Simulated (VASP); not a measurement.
A run of VASP 6.6.1 is set up as follows.

INCAR

```
PREC = Accurate ; ENCUT = 600
EDIFF = 1E-7 ; ISMEAR = 0
SIGMA = 0.1 ; LREAL = F
LASPH = T ; NELM = 80
ALGO = Normal ; ISIF = 3
LWAVE = F ; LCHARG = F
GGA = PE ; IBRION = 2
NSW = 90 ; EDIFFG = -0.04
```

KPOINTS

```
Automatic mesh
0
Gamma
  6 6 6
```

POSCAR

```
Sn2Se
1.0
    5.5817420868      0.0000000000      0.0000000000
   -2.7908710434      4.8339304445      0.0000000000
    0.0000000000      0.0000000000      2.9440921014
Sn Se
2 1
Direct
    0.3333333333      0.6666666667      0.0000000000
    0.6666666667      0.3333333333      0.0000000000
    0.0000000000      0.0000000000      0.0000000000
```

Potentials or basis: VASP PAW PBE potentials, release 64 (Sn_d, Se).

The run is started by

```console
$ cat potpaw_PBE.64/Sn_d/POTCAR potpaw_PBE.64/Se/POTCAR > POTCAR
$ mpirun -np 1 vasp_std > vasp.out
```

(1) Predict the space group after relaxing (to 0.1 Å).

(2) What does it give for the relaxed cell?

## Answers

(1) P6/mmm (No. 191).

(2) a = 5.437 Å, b = 5.437 Å, c = 3.152 Å, α = 90.00°, β = 90.00°, γ = 120.00°.
